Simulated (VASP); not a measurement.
Input of a VASP 6.6.1 run:

The input INCAR:

```
SYSTEM = Ti
  ALGO = Normal
  EDIFF = 1E-6
  ENCUT = 520
  GGA = PE
  ISIF = 2
  ISMEAR = -1
  LASPH = .True.
  LCHARG = .False.
  LREAL = .False.
  LWAVE = .False.
  NBANDS = 12
  NELM = 100
  PREC = Accurate
  SIGMA = 0.06122561905347299
```

Contents of KPOINTS:

```
k-points
0
Gamma
  16 16 16
  0 0 0
```

Contents of POSCAR:

```
Ti
1.0
    0.0000000000      2.0565655567      2.0565655567
    2.0565655567      0.0000000000      2.0565655567
    2.0565655567      2.0565655567      0.0000000000
Ti
1
Direct
    0.0000000000      0.0000000000      0.0000000000
```

Potentials or basis: VASP PAW PBE potentials, release 64 (Ti_sv).

Launch:

```console
$ cat potpaw_PBE.64/Ti_sv/POTCAR > POTCAR
$ mpirun -np 1 vasp_std > vasp.out
```

Estimate the band gap on the k mesh.

zero (bands 6 and 7 overlap by 1.25 eV).

What does it give for the pressure?

-0.3 GPa.
